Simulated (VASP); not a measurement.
# Ir (P6_3/mmc) in VASP: further runs, part 2 of 2

VASP 6.6.1.

**4. Single point, LDA**

This run uses another cell than the first one, of 12.84 Å³/atom.

Contents of INCAR:

```
SYSTEM = Ir
PREC = Accurate
ENCUT = 560
EDIFF = 1E-6
ISMEAR = 0
SIGMA = 0.15
LREAL = .False.
LASPH = .True.
NELM = 120
ALGO = Normal
ISIF = 2
LWAVE = .False.
LCHARG = .False.
NBANDS = 24
GGA_COMPAT = .False.
```

Contents of KPOINTS:

```
Automatic mesh
0
Gamma
  18 18 10
  0 0 0
```

Contents of POSCAR:

```
Ir
1.0
    2.5790000000      0.0000000000      0.0000000000
   -1.2895000000      2.2334795163      0.0000000000
    0.0000000000      0.0000000000      4.4593000000
Ir
2
Direct
    0.6666666667      0.3333333333      0.7500000000
    0.3333333333      0.6666666667      0.2500000000
```

Potentials or basis: VASP PAW LDA potentials, release 64 (Ir_sv_GW).

On the command line:

```
cat potpaw_LDA.64/Ir_sv_GW/POTCAR > POTCAR
mpirun -np 1 vasp_std > vasp.out
```

OUTCAR:

```text
SYSTEM = Ir
   PREC = Accurate
   ENCUT = 560
   EDIFF = 1E-6
   ISMEAR = 0
   LREAL = .False.
   LASPH = .True.
   NELM = 120
   ISIF = 2

 ion  position               nearest neighbor table
   1  0.667  0.333  0.750-   2 2.68   2 2.68   2 2.68   2 2.68   2 2.68   2 2.68
   2  0.333  0.667  0.250-   1 2.68   1 2.68   1 2.68   1 2.68   1 2.68   1 2.68

  LATTYP: Found a hexagonal cell.
 ALAT       =     2.5790000000
 C/A-ratio  =     1.7290810392

  Lattice vectors:

 A1 = (   2.5790000000,   0.0000000000,   0.0000000000)
 A2 = (  -1.2895000000,   2.2334795163,   0.0000000000)
 A3 = (   0.0000000000,   0.0000000000,   4.4593000000)

Analysis of symmetry for initial positions (statically):
=====================================================================
 Subroutine PRICEL returns:
 Original cell was already a primitive cell.

 Routine SETGRP: Setting up the symmetry group for a
 hexagonal supercell.

 Subroutine GETGRP returns: Found 24 space group operations
 (whereof 12 operations were pure point group operations)
 out of a pool of 24 trial point group operations.

The static configuration has the point symmetry D_3d.
 The point group associated with its full space group is D_6h.

Analysis of symmetry for dynamics (positions and initial velocities):
=====================================================================
 Subroutine PRICEL returns:
 Original cell was already a primitive cell.

 Routine SETGRP: Setting up the symmetry group for a
 hexagonal supercell.

 Subroutine GETGRP returns: Found 24 space group operations
 (whereof 12 operations were pure point group operations)
 out of a pool of 24 trial point group operations.

The dynamic configuration has the point symmetry D_3d.
 The point group associated with its full space group is D_6h.

 Subroutine INISYM returns: Found 24 space group operations
 (whereof 12 operations are pure point group operations),
 and found     1 'primitive' translations

----------------------------------------------------------------------------------------

[... 111 lines left out ...]
     AMIX     =   0.40;   BMIX     =  1.00
     AMIX_MAG =   1.60;   BMIX_MAG =  1.00
  volume/ion in A,a.u.               =      12.84        86.67
  Fermi-wavevector in a.u.,A,eV,Ry     =   1.797495  3.396774 43.960287  3.230990
  Thomas-Fermi vector in A             =   2.858826
   LORBIT       =      0    0 simple, 1 ext, 2 COOP (PROOUT), +10 PAW based schemes
   GGA     = CA    functional components
   LHFCALC =     F    Hartree Fock is set to
   AEXX    =    0.0000 exact exchange contribution
   IVDW    =     0    specifies the selected vdW correction
   LEPSILON=     F    determine dielectric tensor
   LRPA    =     F    only Hartree local field effects (RPA)
 non-spin polarized calculation
 Gauss-broadening in eV      SIGMA  =   0.15
  energy-cutoff  :      560.00
  volume of cell :       25.69
 maximum number of plane-waves:       792
 NGX is ok and might be reduce to    20
   NGX =  9   NGY =  9   NGZ = 17

 number of electron      34.0000000 magnetization

 Free energy of the ion-electron system (eV)
  ---------------------------------------------------
  ext. energy  EPLUGINS =         0.00000000
  ---------------------------------------------------
  free energy    TOTEN  =       -21.28849054 eV

  energy without entropy =      -21.26654428  energy(sigma->0) =      -21.27751741

 E-fermi :  14.6788     XC(G=0): -15.4047

 val. band max:       14.6761014713   @ k =   0.2778   0.1111   0.0000
 cond. band min:      14.6877058214   @ k =   0.3333   0.2222   0.0000
 fundamental gap:      0.0116043501
 Fermi energy:        14.6787836371

 k-point     1 :       0.0000    0.0000    0.0000
  band No.  band energies     occupation
      1     -78.1882      2.00000
      2     -78.1080      2.00000
      3     -35.7551      2.00000
      4     -34.8150      2.00000
      5     -34.8150      2.00000
      6     -34.7880      2.00000
[... 637 lines left out ...]
     23      25.7006      0.00000
     24      28.5764      0.00000

 [... further k-points ...]

------------------------ aborting loop because EDIFF is reached ----------------------------------------

  FORCE on cell =-STRESS in cart. coord.  units (eV):
  Direction    XX          YY          ZZ          XY          YZ          ZX
  --------------------------------------------------------------------------------------
  -------------------------------------------------------------------------------------
  Total        8.4562570      8.4562570      2.6072466      0.0000000      0.0000000      0.0000000
  in kB      527.4590513    527.4590513    162.6270101      0.0000000      0.0000000      0.0000000
  external PRESSURE =     405.8483709 kB  Pullay stress =       0.0000000 kB

 VOLUME and BASIS-vectors are now :
 -----------------------------------------------------------------------------
  energy-cutoff  :      560.00
  volume of cell :       25.69
      direct lattice vectors                 reciprocal lattice vectors
     2.579000000  0.000000000  0.000000000     0.387747189  0.223865944  0.000000000
    -1.289500000  2.233479516  0.000000000     0.000000000  0.447731888  0.000000000
     0.000000000  0.000000000  4.459300000     0.000000000  0.000000000  0.224250443

 POSITION                                       TOTAL-FORCE (eV/Angst)
 -----------------------------------------------------------------------------------
      1.28950      0.74449      3.34448        -0.000000      0.000000      0.000000
     -0.00000      1.48899      1.11482         0.000000     -0.000000      0.000000
 -----------------------------------------------------------------------------------
    total drift:                               -0.000000      0.000000     -0.000000

  FREE ENERGIE OF THE ION-ELECTRON SYSTEM (eV)
  ---------------------------------------------------
  free  energy   TOTEN  =       -21.2884905362 eV

  energy  without entropy=      -21.2665442839  energy(sigma->0) =      -21.27751741
```

OSZICAR:

```text
N       E                     dE             d eps       ncg     rms          rms(c)
DAV:   1     0.367610497983E+03    0.36761E+03   -0.26294E+04 10992   0.166E+03
DAV:   2    -0.132850172849E+02   -0.38090E+03   -0.36912E+03 12944   0.530E+02
DAV:   3    -0.233077716074E+02   -0.10023E+02   -0.99714E+01 12728   0.859E+01
DAV:   4    -0.233421718331E+02   -0.34400E-01   -0.34393E-01 12112   0.548E+00
DAV:   5    -0.233422894457E+02   -0.11761E-03   -0.11761E-03 12784   0.291E-01    0.109E+02
DAV:   6    -0.215018320332E+02    0.18405E+01   -0.29848E+00 11608   0.135E+01    0.581E+01
DAV:   7    -0.213296267663E+02    0.17221E+00   -0.11301E+00 13096   0.775E+00    0.938E+00
DAV:   8    -0.212895028117E+02    0.40124E-01   -0.14690E-01 11264   0.359E+00    0.995E-01
DAV:   9    -0.212888741432E+02    0.62867E-03   -0.32342E-03 12968   0.432E-01    0.101E+00
DAV:  10    -0.212884932051E+02    0.38094E-03   -0.75111E-04 11408   0.325E-01    0.620E-01
DAV:  11    -0.212884908387E+02    0.23664E-05   -0.98386E-06 13064   0.323E-02    0.167E-01
DAV:  12    -0.212884905362E+02    0.30252E-06   -0.90356E-07  6984   0.851E-03
   1 F= -.21288491E+02 E0= -.21277517E+02  d E =-.219463E-01
```

It took 60 s on 1 thread of Intel Xeon Platinum 8559C (Emerald Rapids), shared host; peak memory 0.23 GiB.

What came out:

```yaml
Free_energy: -21.2885 eV
Pressure: 40.6 GPa
Band_gap_on_the_k_mesh: zero (bands 17 and 18 overlap by 4.40 eV)
```

Caveat: the stress differs along the axes, from 16 to 53 GPa; spin-orbit coupling is left out, which moves the levels of the heavy elements.

**5. Single point, LDA**

This run uses another cell than the first one, of 13.20 Å³/atom.

Contents of INCAR:

```
ALGO = Normal
EDIFF = 1E-6
ENCUT = 560
GGA = CA
GGA_COMPAT = False
ISIF = 2
ISMEAR = 0
LASPH = True
LCHARG = False
LREAL = False
LWAVE = False
NBANDS = 24
NELM = 120
PREC = Accurate
SIGMA = 0.15
```

Contents of KPOINTS:

```
k-points
0
Gamma
  18 18 10
```

Contents of POSCAR:

```
Ir
1.0
    2.7052686553      0.0000000000      0.0000000000
   -1.3526343277      2.3428313795      0.0000000000
    0.0000000000      0.0000000000      4.1669000000
Ir
2
Direct
    0.6666666667      0.3333333333      0.7500000000
    0.3333333333      0.6666666667      0.2500000000
```

On the command line:

```
cat potpaw_LDA.64/Ir_sv_GW/POTCAR > POTCAR
mpirun -np 1 vasp_std > vasp.out
```

It took 57 s on 1 thread of Intel Xeon Platinum 8559C (Emerald Rapids), shared host; peak memory 0.24 GiB.

The run converged. Its results:

```
Free energy            : -21.4776 eV
Pressure               : 25.1 GPa
Band gap on the k mesh : zero (bands 17 and 18 overlap by 3.68 eV)
```

Stress tensor (GPa, compression positive):
```
16.16  0.00  0.00
 0.00 16.16  0.00
 0.00  0.00 43.12
```

Levels at points of the mesh, in eV from the Fermi level:
| k point | band 14 | band 15 | band 16 | band 17 | band 18 | band 19 | band 20 | band 21 |
| --- | --- | --- | --- | --- | --- | --- | --- | --- |
| (0.00, 0.00, 0.00) | -3.55 | -3.55 | -3.22 | -3.22 | -0.40 | 0.21 | 0.21 | 8.41 |
| (0.50, 0.00, 0.00) | -3.69 | -3.03 | 0.37 | 0.99 | 1.35 | 3.06 | 4.52 | 8.70 |
| (0.00, 0.00, 0.50) | -4.72 | -4.70 | -4.70 | -0.54 | -0.54 | -0.54 | -0.54 | 12.90 |
| (0.50, 0.00, 0.50) | -2.72 | -1.20 | -1.20 | 0.75 | 0.75 | 2.10 | 2.10 | 8.14 |

Caveat: the stress differs along the axes, from 16 to 43 GPa; spin-orbit coupling is left out, which moves the levels of the heavy elements.

**6. Overview**

| cell | gap on the mesh (eV) | pressure (GPa) |
| --- | --- | --- |
| a = 2.579, b = 2.579, c = 4.532 Å, angles 90.0, 90.0, 120.0°, 2 atoms | none | 32.6 |
| a = 2.768, b = 2.768, c = 4.532 Å, angles 90.0, 90.0, 120.0°, 2 atoms | none | -26.4 |
| a = 2.579, b = 2.579, c = 4.459 Å, angles 90.0, 90.0, 120.0°, 2 atoms | none | 40.6 |
| a = 2.705, b = 2.705, c = 4.167 Å, angles 90.0, 90.0, 120.0°, 2 atoms | none | 25.1 |

Alike in all rows: task single point; level LDA; potentials or basis VASP PAW LDA potentials, release 64 (Ir_sv_GW); no spin polarisation; k mesh 18 × 18 × 10; cutoff (eV) 560; smearing gaussian 0.15 eV.

Caveats: spin-orbit coupling is left out, which moves the levels of the heavy elements; the stress differs along the axes, from 3 to 47 GPa (at least some runs); the cell stands under tension (at least some runs); the stress differs along the axes, from 16 to 53 GPa (at least some runs); the stress differs along the axes, from 16 to 43 GPa (at least some runs).

Absolute energies hang on the potentials; compare differences alone.
